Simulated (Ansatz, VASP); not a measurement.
# Ga in VASP and in Ansatz

```
Ga
1.0
     0.00000    2.13979    2.13979
     2.13979    0.00000    2.13979
     2.13979    2.13979    0.00000
Ga
1
Direct
  0.00000 0.00000 0.00000
```

Alike in both runs: task relaxation of cell and atoms; functional BLYP; k mesh 13 × 13 × 13; occupations fermi-dirac, width 0.1 eV; no spin polarisation.

```csv
,VASP,Ansatz
version,VASP 6.6.1,Ansatz 0.2.0
potentials or method,"VASP PAW PBE potentials, release 64 (Ga_d), cutoff 600 eV","plane waves (420 eV) with PAW, scalar-relativistic"
valence electrons in the cell,13,13
```

Ansatz gave:

```
relaxed volume (Å³/atom)                                     : 21.61
relaxed cell length with the largest relative difference (Å) : 3.127
```

Estimate VASP's values.

relaxed volume (Å³/atom): 21.60; relaxed cell length with the largest relative difference (Å): 3.126.

VASP's potentials were made for PBE, not for BLYP.
